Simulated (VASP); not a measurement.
Input of a VASP 6.6.1 run:

File INCAR:

```
SYSTEM = CdS
PREC = Accurate
ENCUT = 520
EDIFF = 1E-6
ISMEAR = 1
SIGMA = 0.1
LREAL = .False.
LASPH = .True.
NELM = 100
ALGO = Normal
ISIF = 2
LWAVE = .False.
LCHARG = .True.
GGA = PS
LELF = .True.
LVHAR = .True.
NBANDS = 16
```

KPOINTS

```
Automatic mesh
0
Gamma
  6 6 6
  0 0 0
```

File POSCAR:

```
CdS
1.0
    0.0000000000      2.9165000000      2.9165000000
    2.9165000000      0.0000000000      2.9165000000
    2.9165000000      2.9165000000      0.0000000000
Cd S
1 1
Direct
    0.0000000000      0.0000000000      0.0000000000
    0.2500000000      0.2500000000      0.2500000000
```

Potentials or basis: VASP PAW PBE potentials, release 64 (Cd, S).

The run is started by

```bash
$ cat potpaw_PBE.64/Cd/POTCAR potpaw_PBE.64/S/POTCAR > POTCAR
$ mpirun -np 1 vasp_std > vasp.out
```

(1) Estimate the pressure.

(2) Predict the band gap on the k mesh.

Answers

(1) 0.1 GPa.

(2) 1.01 eV, direct.

Caveat: the PAW data sets were made with another functional, which shifts forces and pressure a little.
